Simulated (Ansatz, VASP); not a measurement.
## Ba in VASP and in Ansatz

The input INCAR:

```
SYSTEM = Ba
AGGAC = 1.0
AGGAX = 1.0
ALDAC = 0.0
ALDAX = 1.0
ALGO = Normal
EDIFF = 1E-6
ENCUT = 500
GGA = B5
GGA_COMPAT = .False.
ISIF = 2
ISMEAR = -1
LASPH = .True.
LCHARG = .False.
LREAL = .False.
LWAVE = .False.
NBANDS = 11
NELM = 120
PREC = Accurate
SIGMA = 0.1
```

The input KPOINTS:

```
k-points
0
Gamma
  9 9 9
  0 0 0
```

The input POSCAR:

```
Ba
1.0
    3.9600183654      0.0000000000      0.0000000000
    0.0000000000      3.9600183654      0.0000000000
    0.0000000000      0.0000000000      3.9600183654
Ba
1
Direct
    0.0000000000      0.0000000000      0.0000000000
```

Input for Ansatz:

```yaml
crystal:
  lattice:
    - [3.9600183654, 0.0, 0.0]
    - [0.0, 3.9600183654, 0.0]
    - [0.0, 0.0, 3.9600183654]
  atoms:
    - { symbol: Ba, position: [0.0, 0.0, 0.0] }
hamiltonian:
  xc: blyp
  pseudopotentials:
    kind: paw
    azcp:
      Ba: "pseudopotentials/Ba.paw.azcp"
basis:
  ecutwfc: 420
  fft_grid_basis: typed
kpoints:
  mp_grid: { grid: [9, 9, 9], shift: [0, 0, 0] }
magnetization:
  spin_polarized: false
scf:
  occupations: { method: fermi_dirac, width: 0.1 }
  lower_state_search: "off"
output:
  stress: true
  write_density: true
  write_potential: true
  elf: true
  volumetric_format: npy
```

Alike in both runs: task single point; functional BLYP; k mesh 9 × 9 × 9; occupations fermi-dirac, width 0.1 eV; no spin polarisation.

|  | VASP | Ansatz |
| --- | --- | --- |
| version | VASP 6.6.1 | Ansatz 0.2.0 |
| potentials or method | VASP PAW PBE potentials, release 64 (Ba_sv), cutoff 500 eV | plane waves (420 eV) with PAW, scalar-relativistic |
| valence electrons in the cell | 10 | 10 |

Ansatz gave:

```
pressure (GPa) : 0.6
```

**Question.** Which values does VASP return?

**Answer.** Pressure (GPa): 0.7.

VASP's potentials were made for PBE, not for BLYP.

Neither program's run includes spin-orbit coupling.
